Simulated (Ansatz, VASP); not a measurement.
# Cu in VASP and in Ansatz

```
Cu
1.0
    -1.44769    1.44769    1.36931
     1.44769   -1.44769    1.36931
     1.44769    1.44769   -1.36931
Cu
1
Cartesian
  0.0000 0.0000 0.0000
```

Alike in both runs: functional r2SCAN; k mesh 20 × 20 × 20; occupations gaussian, width 0.1 eV; no spin polarisation.

Ansatz relaxed the structure, and its values are those at the end. VASP's run is a single point on that final structure, the one shown.

|  | VASP | Ansatz |
| --- | --- | --- |
| version | VASP 6.6.1 | Ansatz 0.2.0 |
| potentials or method | VASP PAW PBE potentials, release 64 (Cu_sv_GW), cutoff 900 eV | scalar-relativistic, plane waves, PAW |
| valence electrons in the cell | 19 | 19 |

```csv
,VASP,Ansatz,Ansatz less VASP
gap on the k mesh at the Fermi level (eV),none,none,-
pressure (GPa),-0.8,0.0,+0.84
```

VASP's potentials were made for PBE, not for r2SCAN. A gap of «none» marks a metal or a gap that the smearing closes. With one functional, cell and mesh, what is left measures potentials, basis and numerics.
